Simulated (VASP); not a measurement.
Wanted: the native input for a VASP 6.6.1 run.

```yaml
Task: single point
Functional: PBE
Potentials_or_basis: VASP PAW PBE potentials, release 64 (Hf_pv, I)
Cutoff: 520 eV
k_mesh: 6 × 6 × 4
Occupations: gaussian, width 0.1 eV
Spin: no spin polarisation
Dipole_correction: no
Further_INCAR_settings: ALGO = Normal; EDIFF = 1e-06; NBANDS = 28
```

The structure of Hf2I3 lies in POSCAR:

```
Hf2I3
1.0
    4.9450582777      0.0000000000      0.0000000000
   -2.4725291388      4.2825460917      0.0000000000
    0.0000000000      0.0000000000      7.6937074219
Hf I
2 3
Direct
    0.3333333333      0.6666666667      0.2450000000
    0.6666666667      0.3333333333      0.7550000000
    0.0000000000      0.0000000000      0.0000000000
    0.3333333333      0.6666666667      0.6450000000
    0.6666666667      0.3333333333      0.3550000000
```

The input as run:

INCAR

```
SYSTEM = Hf2I3
ALGO = Normal ; EDIFF = 1E-6
ENCUT = 520 ; GGA = PE
ISIF = 2 ; ISMEAR = 0
LASPH = .True. ; LCHARG = .True.
LELF = .True. ; LREAL = .False.
LVHAR = .True. ; LWAVE = .False.
NBANDS = 28 ; NELM = 100
PREC = Accurate ; SIGMA = 0.1
```

KPOINTS

```
k-points
0
Gamma
  6 6 4
  0 0 0
```

Potentials or basis: VASP PAW PBE potentials, release 64 (Hf_pv, I).

Command:

```console
$ cat potpaw_PBE.64/Hf_pv/POTCAR potpaw_PBE.64/I/POTCAR > POTCAR
$ mpirun -np 1 vasp_std > vasp.out
```

It gave:

```json
{
  "Pressure": "-4.0 GPa",
  "Largest force": "0.519 eV/Å",
  "Band gap on the k mesh": "zero (an odd number of electrons rules out a gap without spin polarisation)"
}
```

Caveat: the cell stands under tension; spin-orbit coupling is left out, which moves the levels of the heavy elements; an odd number of electrons without spin polarisation forces a metal; a magnetic or distorted state may lie lower.

It took 73 s on 1 thread of AMD EPYC 9R45 (Zen 5), with other jobs on the host, peak memory 0.31 GiB.
